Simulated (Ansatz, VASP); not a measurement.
**Y: VASP beside Ansatz**

```
CELL_PARAMETERS angstrom
-1.67359 1.67359 5.98182
1.67359 -1.67359 5.98182
1.67359 1.67359 -5.98182
ATOMIC_POSITIONS crystal
Y 0.00000 0.00000 0.00000
Y 0.75000 0.25000 0.50000
```

Alike in both runs: functional PBE; k mesh 8 × 8 × 8; occupations gaussian, width 0.1 eV; no spin polarisation.

Ansatz relaxed the structure, and its values are those at the end. VASP's run is a single point on that final structure, the one shown.

|  | VASP | Ansatz |
| --- | --- | --- |
| version | VASP 6.6.1 | Ansatz 0.2.0 |
| potentials or method | VASP PAW PBE potentials, release 64 (Y_sv), cutoff 520 eV | scalar-relativistic, plane waves, PAW |
| valence electrons in the cell | 22 | 22 |

|  | VASP | Ansatz | Ansatz less VASP |
| --- | --- | --- | --- |
| gap on the k mesh at the Fermi level (eV) | none | none | - |
| pressure (GPa) | 0.0 | 0.0 | +0.07 |

A gap of «none» marks a metal or a gap that the smearing closes.
